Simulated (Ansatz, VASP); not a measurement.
# PtS2: VASP beside Ansatz

INCAR

```
PREC = Accurate ; ENCUT = 520
EDIFF = 1E-6 ; ISMEAR = 0
SIGMA = 0.05 ; LREAL = F
LASPH = T ; NELM = 100
ALGO = Normal ; ISIF = 2
LWAVE = F ; LCHARG = F
GGA = PE ; NBANDS = 18
```

Contents of KPOINTS:

```
regular mesh
0
Gamma
  12 12 8
```

POSCAR

```
PtS2
1.0
    3.7299615202      0.0000000000      0.0000000000
   -1.8649807601      3.2302414316      0.0000000000
    0.0000000000      0.0000000000      5.0020671480
Pt S
1 2
Direct
    0.0000000000      0.0000000000      0.0000000000
    0.3333333333      0.6666666667      0.2572918842
    0.6666666667      0.3333333333      0.7427081158
```

Input for Ansatz:

```yaml
crystal:
  lattice:
    - [3.7299615202, 0.0, 0.0]
    - [-1.8649807601, 3.2302414316, 0.0]
    - [0.0, 0.0, 5.002067148]
  atoms:
    - { symbol: Pt, position: [0.0, 0.0, 0.0] }
    - { symbol: S, position: [0.3333333333, 0.6666666667, 0.2572918842] }
    - { symbol: S, position: [0.6666666667, 0.3333333333, 0.7427081158] }
basis:
  ecutwfc: 420
kpoints:
  mp_grid: { grid: [12, 12, 8] }
hamiltonian:
  xc: pbe
scf:
  occupations: { method: gaussian, width: 0.05 }
output:
  forces: true
  stress: true
  eigenvalues: true
```

Alike in both runs: task single point; functional PBE; k mesh 12 × 12 × 8; occupations gaussian, width 0.05 eV; no spin polarisation.

|  | VASP | Ansatz |
| --- | --- | --- |
| version | VASP 6.6.1 | Ansatz 0.2.0 |
| potentials or method | VASP PAW PBE potentials, release 64 (Pt, S), cutoff 520 eV | scalar-relativistic, plane waves, PAW |
| valence electrons in the cell | 22 | 30 |

Ansatz gave:

* gap on the k mesh at the Fermi level (eV): 0.12
* least direct gap on the mesh (eV): 0.57
* pressure (GPa): -11.4
* traceless stress, the component that is largest in VASP (GPa): 2.89
* rms of the force components (eV/Å): 0.667

Q: What did VASP give for the same quantities?

A: gap on the k mesh at the Fermi level (eV): 0.13; least direct gap on the mesh (eV): 0.57; pressure (GPa): -11.7; traceless stress, the component that is largest in VASP (GPa): 2.98; rms of the force components (eV/Å): 0.679.

Atom by atom the forces differ by 0.012 eV/Å (rms over components). The functional is the same, so the differences come from potentials, cutoffs and numerics. VASP's potentials hold 22 valence electrons a cell and Ansatz's 30, so a difference there can come from the potentials and not from the codes.

Neither program's run includes spin-orbit coupling.
